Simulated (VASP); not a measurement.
# Ti in VASP: a series of runs

The runs below take Ti through single point, with PBE.

Program: VASP 6.6.1. These are calculated values, not measurements. Logs are shortened: lines on timing, memory, paths and dates and some standing lists are left out, and cuts for length are marked.

### Step 1. The cell of the first run

The typed cell holds 1 atom: a = 2.985 Å, b = 2.983 Å, c = 2.892 Å, α = 60.69°, β = 59.34°, γ = 59.30°.

### Step 2. Single point, PBE (the cell strained at random)

Input file INCAR:

```
SYSTEM = Ti
PREC     = Accurate       ! precision mode
ENCUT    = 520            ! plane-wave cutoff, eV
EDIFF    = 1E-6           ! SCF threshold, eV
ISMEAR   = 0              ! smearing method
SIGMA    = 0.1            ! smearing width, eV
LREAL    = .FALSE.        ! projectors in reciprocal space
LASPH    = .TRUE.         ! aspherical terms in the spheres
NELM     = 80             ! most SCF steps
ALGO     = Fast           ! electronic algorithm
ISIF     = 2              ! what is computed and relaxed
LWAVE    = .FALSE.        ! write WAVECAR
LCHARG   = .FALSE.        ! write CHGCAR
GGA      = PE             ! functional
NBANDS   = 12             ! bands
```

Input file KPOINTS:

```
Automatic mesh
0
G
  16 16 16
  0 0 0
```

Input file POSCAR:

```
Ti
1.0
    0.0043442000      2.0936608000      2.1279272000
    2.0699098000     -0.0156716000      2.1479430000
    2.0225296000      2.0662964000      0.0317086000
Ti
1
Direct
    0.0000000000      0.0000000000      0.0000000000
```

Potentials or basis: VASP PAW PBE potentials, release 64 (Ti_sv).

On the command line:

```bash
$ cat potpaw_PBE.64/Ti_sv/POTCAR > POTCAR
$ mpirun -np 1 vasp_std > vasp.out
```

OUTCAR:

```text
SYSTEM = Ti
   PREC = Accurate
   ENCUT = 520
   EDIFF = 1E-6
   ISMEAR = 0
   LREAL = .FALSE.
   LASPH = .TRUE.
   NELM = 80
   ISIF = 2
   GGA = PE

 ion  position               nearest neighbor table
   1  0.000  0.000  0.000-

  Warning from LATTYP: Got some problem with cell dimensions!
  Tried to take original basis but could not verify dimensions!
  LATTYP: Found a triclinic cell.
 ALAT       =     2.9523287510
 B/A-ratio  =     1.4144315527
 C/A-ratio  =     1.0103969121
 COS(alpha) =     0.0103882925
 COS(beta)  =     0.4941125880
 COS(gamma) =     0.7216146043

  Lattice vectors:

 A1 = (  -2.0655656000,   2.1093324000,  -0.0200158000)
 A2 = (  -0.0430360000,   4.1756288000,   0.0116928000)
 A3 = (  -2.0699098000,   0.0156716000,  -2.1479430000)

Analysis of symmetry for initial positions (statically):
=====================================================================
 Subroutine PRICEL returns:
 Original cell was already a primitive cell.

 Routine SETGRP: Setting up the symmetry group for a
 triclinic supercell.

 Subroutine GETGRP returns: Found  2 space group operations
 (whereof  2 operations were pure point group operations)
 out of a pool of  2 trial point group operations.

The static configuration has the point symmetry S_2 .

Analysis of symmetry for dynamics (positions and initial velocities):
=====================================================================
 Subroutine PRICEL returns:
 Original cell was already a primitive cell.

 Routine SETGRP: Setting up the symmetry group for a
 triclinic supercell.

 Subroutine GETGRP returns: Found  2 space group operations
 (whereof  2 operations were pure point group operations)
 out of a pool of  2 trial point group operations.

The dynamic configuration has the point symmetry S_2 .

 Subroutine INISYM returns: Found  2 space group operations
 (whereof  2 operations are pure point group operations),
 and found     1 'primitive' translations

----------------------------------------------------------------------------------------

                                     Primitive cell

  volume of cell :      18.1074

  direct lattice vectors                    reciprocal lattice vectors
     0.004344200  2.093660800  2.127927200    -0.245135920  0.236292071  0.237954321
     2.069909800 -0.015671600  2.147943000     0.239158126 -0.237673473  0.233357928
     2.022529600  2.066296400  0.031708600     0.250196176  0.242733728 -0.239335723

  length of vectors
     2.985214998  2.983023853  2.891576081     0.415388759  0.410050255  0.422846754

  position of ions in fractional coordinates (direct lattice)
     0.000000000  0.000000000  0.000000000

  ion indices of the primitive-cell ions
   primitive index   ion index
                 1           1

----------------------------------------------------------------------------------------

 KPOINTS: Automatic mesh

Automatic generation of k-mesh.
 Grid dimensions read from file:
 generate k-points for:   16   16   16

 Generating k-lattice:

  Cartesian coordinates                     Fractional coordinates (reciprocal lattice)
    -0.015320995  0.014768254  0.014872145     0.062500000  0.000000000  0.000000000
     0.014947383 -0.014854592  0.014584871     0.000000000  0.062500000  0.000000000
     0.015637261  0.015170858 -0.014958483     0.000000000  0.000000000  0.062500000

  Length of vectors
     0.025961797  0.025628141  0.026427922

  Shift w.r.t. Gamma in fractional coordinates (k-lattice)
     0.000000000  0.000000000  0.000000000

 Subroutine IBZKPT returns following result:
 ===========================================

 Found   2052 irreducible k-points:

 Following reciprocal coordinates:
            Coordinates               Weight
  0.000000  0.000000  0.000000      1.000000
  0.062500  0.000000 -0.000000      2.000000
  0.125000  0.000000 -0.000000      2.000000
  0.187500  0.000000 -0.000000      2.000000
  0.250000  0.000000 -0.000000      2.000000
  0.312500 -0.000000 -0.000000      2.000000
[... 16 lines left out ...]
 -0.187500  0.062500  0.000000      2.000000
 -0.125000  0.062500  0.000000      2.000000
 [... further k-points ...]
   k-points           NKPTS =   2052   k-points in BZ     NKDIM =   2052   number of bands    NBANDS=     12
   number of dos      NEDOS =    301   number of ions     NIONS =      1
   total plane-waves  NPLWV =  13824
   dimension x,y,z NGX =    24 NGY =   24 NGZ =   24
   dimension x,y,z NGXF=    48 NGYF=   48 NGZF=   48
   ions per type =               1
   NGX,Y,Z   is equivalent  to a cutoff of  13.37, 13.38, 13.80 a.u.
   NGXF,Y,Z  is equivalent  to a cutoff of  26.73, 26.75, 27.60 a.u.
 SYSTEM =  Ti
   PREC   = accura    normal or accurate (medium, high low for compatibility)
   ISTART =      0    job   : 0-new  1-cont  2-samecut
   ICHARG =      2    charge: 1-file 2-atom 10-const
   ISPIN  =      1    spin polarized calculation?
   LNONCOLLINEAR =      F non collinear calculations
   LSORBIT =      F    spin-orbit coupling
   LASPH  =      T    aspherical Exc in radial PAW
   ENCUT  =  520.0 eV  38.22 Ry    6.18 a.u.   5.55  5.55  5.38*2*pi/ulx,y,z
   NELM   =     80;   NELMIN=  2; NELMDL= -5     # of ELM steps
   EDIFF  = 0.1E-05   stopping-criterion for ELM
   LREAL  =      F    real-space projection
   EDIFFG = 0.1E-04   stopping-criterion for IOM
   NSW    =      0    number of steps for IOM
   IBRION =     -1    ionic relax: 0-MD 1-quasi-New 2-CG
   NFREE  =      0    steps in history (QN), initial steepest desc. (CG)
   ISIF   =      2    stress and relaxation
   ISYM   =      2    0-nonsym 1-usesym 2-fastsym
   POTIM  = 0.5000    time-step for ionic-motion
   TEBEG  =    0.0;   TEEND  =   0.0 temperature during run
   PSTRESS=    0.0 pullay stress
   NELECT =      12.0000    total number of electrons
   NUPDOWN=      -1.0000    fix difference up-down
   EMIN   =  10.00;   EMAX   =-10.00  energy-range for DOS
   EFERMI =   0.00;   METHOD = LEGACY
   ISMEAR =     0;   SIGMA  =   0.10  broadening in eV -4-tet -1-fermi 0-gaus
   EFERMI_NEDOS =   21; number of points for ismear=-14 and -15
   IALGO  =     68    algorithm
   IMIX   =      4    mixing-type and parameters
     AMIX     =   0.40;   BMIX     =  1.00
     AMIX_MAG =   1.60;   BMIX_MAG =  1.00
  volume/ion in A,a.u.               =      18.11       122.20
  Fermi-wavevector in a.u.,A,eV,Ry     =   1.427303  2.697212 27.717712  2.037194
  Thomas-Fermi vector in A             =   2.547487
   LORBIT       =      0    0 simple, 1 ext, 2 COOP (PROOUT), +10 PAW based schemes
   GGA     = PE    functional components
   LHFCALC =     F    Hartree Fock is set to
   AEXX    =    0.0000 exact exchange contribution
   IVDW    =     0    specifies the selected vdW correction
   LEPSILON=     F    determine dielectric tensor
   LRPA    =     F    only Hartree local field effects (RPA)
 non-spin polarized calculation
 RMM-DIIS sequential band-by-band and
 Gauss-broadening in eV      SIGMA  =   0.10
  energy-cutoff  :      520.00
  volume of cell :       18.11
 maximum number of plane-waves:       513
 NGX is ok and might be reduce to    24
   NGX = 11   NGY = 11   NGZ = 11

 number of electron      11.9999999 magnetization

 Free energy of the ion-electron system (eV)
  ---------------------------------------------------
  ext. energy  EPLUGINS =         0.00000000
  ---------------------------------------------------
  free energy    TOTEN  =        -7.76692194 eV

  energy without entropy =       -7.75756697  energy(sigma->0) =       -7.76224445

 E-fermi :   7.7819     XC(G=0): -11.3040

 val. band max:        7.7817164688   @ k =  -0.4375   0.2500   0.2500
 cond. band min:       7.7828624312   @ k =   0.1250  -0.1875   0.3125
 fundamental gap:      0.0011459624
 Fermi energy:         7.7818567953

 k-point     1 :       0.0000    0.0000    0.0000
  band No.  band energies     occupation
      1     -49.0021      2.00000
      2     -24.9226      2.00000
      3     -24.9079      2.00000
      4     -24.8835      2.00000
      5       1.7927      2.00000
      6       8.4493      0.00000
      7       8.5710      0.00000
      8       8.8685      0.00000
      9      10.0354      0.00000
     10      10.3077      0.00000
     11      22.7943      0.00000
     12      26.5721      0.00000

 k-point     2 :       0.0625    0.0000   -0.0000
  band No.  band energies     occupation
      1     -48.9982      2.00000
      2     -24.9322      2.00000
      3     -24.9215      2.00000
      4     -24.8889      2.00000
      5       1.9144      2.00000
      6       8.4653      0.00000
      7       8.5470      0.00000
      8       8.8896      0.00000
      9      10.0111      0.00000
     10      10.2770      0.00000
     11      22.8785      0.00000
     12      26.0183      0.00000

 k-point     3 :       0.1250    0.0000   -0.0000
  band No.  band energies     occupation
      1     -48.9872      2.00000
      2     -24.9933      2.00000
      3     -24.9317      2.00000
      4     -24.8987      2.00000
      5       2.2696      2.00000
      6       8.3351      0.00000
      7       8.6056      0.00000
      8       8.9798      0.00000
      9       9.9683      0.00000
     10      10.2093      0.00000
     11      22.9200      0.00000
     12      24.4636      0.00000
[... 286 lines left out ...]
 k-point    23 :      -0.1875    0.0625    0.0000
  band No.  band energies     occupation
      1     -48.9619      2.00000
      2     -25.1313      2.00000
      3     -24.9671      2.00000
      4     -24.9099      2.00000
      5       3.1482      2.00000
      6       7.9467      0.01977
      7       8.6610      0.00000
      8       9.1642      0.00000
      9       9.9787      0.00000
     10      10.2985      0.00000
     11      21.4310      0.00000
     12      23.2394      0.00000

 k-point    24 :      -0.1250    0.0625    0.0000
  band No.  band energies     occupation
      1     -48.9794      2.00000
      2     -25.0358      2.00000
      3     -24.9471      2.00000
      4     -24.8982      2.00000
      5       2.5380      2.00000
      6       8.1876      0.00000
      7       8.6404      0.00000
      8       9.0628      0.00000
      9      10.0011      0.00000
     10      10.1714      0.00000
     11      22.7705      0.00000
     12      23.7254      0.00000

 [... further k-points ...]
[... 5 lines left out ...]
  --------------------------------------------------------------------------------------
  -------------------------------------------------------------------------------------
  Total       -0.4208538     -0.4877222     -0.5672825      0.1269559     -0.0314122     -0.1486023
  in kB      -37.2378626    -43.1544939    -50.1941300     11.2332744     -2.7794067    -13.1485836
  external PRESSURE =     -43.5288289 kB  Pullay stress =       0.0000000 kB

 VOLUME and BASIS-vectors are now :
 -----------------------------------------------------------------------------
  energy-cutoff  :      520.00
  volume of cell :       18.11
      direct lattice vectors                 reciprocal lattice vectors
     0.004344200  2.093660800  2.127927200    -0.245135920  0.236292071  0.237954321
     2.069909800 -0.015671600  2.147943000     0.239158126 -0.237673473  0.233357928
     2.022529600  2.066296400  0.031708600     0.250196176  0.242733728 -0.239335723

 POSITION                                       TOTAL-FORCE (eV/Angst)
 -----------------------------------------------------------------------------------
      0.00000      0.00000      0.00000         0.000000      0.000000      0.000000
 -----------------------------------------------------------------------------------
    total drift:                               -0.000000     -0.000000     -0.000000

  FREE ENERGIE OF THE ION-ELECTRON SYSTEM (eV)
  ---------------------------------------------------
  free  energy   TOTEN  =        -7.7669219373 eV

  energy  without entropy=       -7.7575669725  energy(sigma->0) =       -7.76224445
```

Run time: 6.5 min. Hardware: 1 thread of AMD EPYC 9R45 (Zen 5), shared host; peak memory 0.49 GiB.

Results:

- Free energy: -7.7669 eV
- Pressure: -4.4 GPa
- Band gap on the k mesh: zero (bands 6 and 7 overlap by 1.18 eV)

Levels at points of the mesh, in eV from the Fermi level:
| k point | band 2 | band 3 | band 4 | band 5 | band 6 | band 7 | band 8 | band 9 | band 10 | band 11 |
| --- | --- | --- | --- | --- | --- | --- | --- | --- | --- | --- |
| (0.00, 0.00, 0.00) | -32.70 | -32.69 | -32.67 | -5.99 | 0.67 | 0.79 | 1.09 | 2.25 | 2.53 | 15.01 |
| (0.50, 0.00, 0.00) | -33.27 | -32.78 | -32.74 | -2.49 | 0.52 | 0.54 | 0.98 | 3.30 | 3.47 | 7.74 |
| (0.00, 0.50, 0.00) | -33.26 | -32.76 | -32.73 | -2.52 | 0.38 | 0.54 | 1.03 | 3.34 | 3.40 | 7.55 |
| (0.50, 0.50, 0.00) | -33.23 | -32.90 | -32.85 | -2.44 | -1.56 | 2.35 | 3.38 | 3.58 | 3.70 | 9.75 |
| (0.00, 0.00, 0.50) | -33.28 | -32.80 | -32.77 | -2.46 | 0.61 | 0.77 | 0.78 | 3.33 | 3.52 | 7.99 |
| (0.50, 0.00, 0.50) | -33.23 | -32.92 | -32.86 | -2.43 | -1.58 | 2.64 | 3.37 | 3.54 | 3.75 | 10.03 |
| (0.00, 0.50, 0.50) | -33.23 | -32.92 | -32.90 | -2.41 | -1.64 | 3.03 | 3.35 | 3.62 | 3.71 | 10.98 |
| (0.50, 0.50, 0.50) | -33.27 | -32.77 | -32.75 | -2.49 | 0.51 | 0.61 | 0.91 | 3.26 | 3.48 | 7.71 |

Caveat: the cell differs from its parent crystal (the cell strained at random); the cell stands under tension.

(Continued in part 2 of 2.)
